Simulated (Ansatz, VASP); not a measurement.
# One calculation of Te2Mo, two programs

```
CELL_PARAMETERS angstrom
3.56023 0.00000 0.00000
-1.78012 3.08325 0.00000
0.00000 0.00000 16.12213
ATOMIC_POSITIONS crystal
Te 0.33333 0.66667 0.89786
Te 0.33333 0.66667 0.10214
Mo 0.00000 0.00000 0.00000
```

Change from the starting cell: strain +0.000 along x and y, -0.080 along z, atoms carried along.

Alike in both runs: task single point; functional LDA; k mesh 12 × 12 × 2; occupations gaussian, width 0.05 eV; no spin polarisation.

|  | VASP | Ansatz |
| --- | --- | --- |
| version | VASP 6.6.1 | Ansatz 0.2.0 |
| potentials or method | VASP PAW LDA potentials, release 64 (Te, Mo_sv), cutoff 520 eV | scalar-relativistic, plane waves, PAW |
| valence electrons in the cell | 26 | 46 |

VASP gave:

```
gap on the k mesh at the Fermi level (eV) : 0.71
least direct gap on the mesh (eV)         : 0.86
rms of the force components (eV/Å)        : 0.937
```

Question: What did Ansatz give for the same quantities?

Answer: gap on the k mesh at the Fermi level (eV): 0.73; least direct gap on the mesh (eV): 0.86; rms of the force components (eV/Å): 0.900.

LDA's correlation is that of Perdew and Zunger in VASP and of Perdew and Wang (1992) in Ansatz. Atom by atom the forces differ by 0.038 eV/Å (rms over components). VASP's potentials hold 26 valence electrons a cell and Ansatz's 46, so a difference there can come from the potentials and not from the codes.

Spin-orbit coupling is off throughout.
